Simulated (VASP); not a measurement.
Here is a VASP 6.6.1 calculation.

INCAR

```
SYSTEM = HPt3
PREC = Accurate
ENCUT = 520
EDIFF = 1E-7
ISMEAR = 0
SIGMA = 0.1
LREAL = .False.
LASPH = .True.
NELM = 80
ALGO = Normal
ISIF = 2
LWAVE = .False.
LCHARG = .False.
LDIPOL = .True.
IDIPOL = 3
DIPOL = 0.5 0.5 0.342
GGA = PE
IBRION = 2
NSW = 36
EDIFFG = -0.025
```

KPOINTS

```
regular mesh
0
Gamma
  9 9 1
  0 0 0
```

POSCAR

```
HPt3
1.0
    2.8071640668      0.0000000000      0.0000000000
    0.0000000000      2.8071640668      0.0000000000
    0.0000000000      0.0000000000     19.3513900635
Pt H
3 1
Selective dynamics
Direct
    0.5000000000      0.5000000000      0.2067034971  F F F
    0.0000000000      0.0000000000      0.3062505493  F F F
    0.5000000000      0.5000000000      0.4057274458  F F F
    0.5000000000      1.0000000000      0.4477175364  F F T
```

Potentials or basis: VASP PAW PBE potentials, release 64 (Pt, H).

Launch:

```console
$ cat potpaw_PBE.64/Pt/POTCAR potpaw_PBE.64/H/POTCAR > POTCAR
$ mpirun -np 1 vasp_std > vasp.out
```

Question: Predict the energy gained by relaxing.

Answer: 61.9 meV/atom.

Question: Predict the band gap on the k mesh.

Answer: Zero (an odd number of electrons rules out a gap without spin polarisation).

Final structure:
```xyz
4
Lattice="2.8072 0.0000 0.0000 0.0000 2.8072 0.0000 0.0000 0.0000 19.3514" Properties=species:S:1:pos:R:3 pbc="T T T"
Pt    1.4036    1.4036    4.0000
Pt    0.0000    0.0000    5.9264
Pt    1.4036    1.4036    7.8514
H     1.4036    0.0000    8.9252
```

Caveat: spin-orbit coupling is left out, which moves the levels of the heavy elements.
